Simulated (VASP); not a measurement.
A run of VASP 6.6.1 is set up as follows.

The input INCAR:

```
SYSTEM = CaScSi3
ALGO     = Normal         ! electronic algorithm
EDIFF    = 1E-6           ! SCF threshold, eV
ENCUT    = 520            ! plane-wave cutoff, eV
GGA      = PE             ! functional
ISIF     = 2              ! what is computed and relaxed
ISMEAR   = 0              ! smearing method
ISPIN    = 2              ! spin polarisation
LASPH    = .TRUE.         ! aspherical terms in the spheres
LCHARG   = .FALSE.        ! write CHGCAR
LMAXMIX  = 4              ! l up to which the mixer works
LORBIT   = 11             ! projections on sites
LREAL    = .FALSE.        ! projectors in reciprocal space
LWAVE    = .FALSE.        ! write WAVECAR
MAGMOM   = 0 1 0 0 0      ! initial moments
NBANDS   = 28             ! bands
NELM     = 150            ! most SCF steps
PREC     = Accurate       ! precision mode
SIGMA    = 0.1            ! smearing width, eV
```

File KPOINTS:

```
k-points
0
G
  4 4 4
  0 0 0
```

File POSCAR:

```
CaScSi3
1.0
    4.9848263698      0.0000000000      0.0000000000
    0.0000000000      4.9848263698      0.0000000000
    0.0000000000      0.0000000000      4.9848263698
Ca Sc Si
1 1 3
Direct
    0.0000000000      0.0000000000      0.0000000000
    0.5000000000      0.5000000000      0.5000000000
    0.0000000000      0.5000000000      0.5000000000
    0.5000000000      0.0000000000      0.5000000000
    0.5000000000      0.5000000000      0.0000000000
```

Potentials or basis: VASP PAW PBE potentials, release 64 (Ca_sv, Sc_sv, Si).

The run is started by

```console
$ cat potpaw_PBE.64/Ca_sv/POTCAR potpaw_PBE.64/Sc_sv/POTCAR potpaw_PBE.64/Si/POTCAR > POTCAR
$ mpirun -np 1 vasp_std > vasp.out
```

**Question.** Estimate the pressure.

**Answer.** 0.2 GPa.

**Question.** Estimate the net moment.

**Answer.** 0.00 μB per cell.
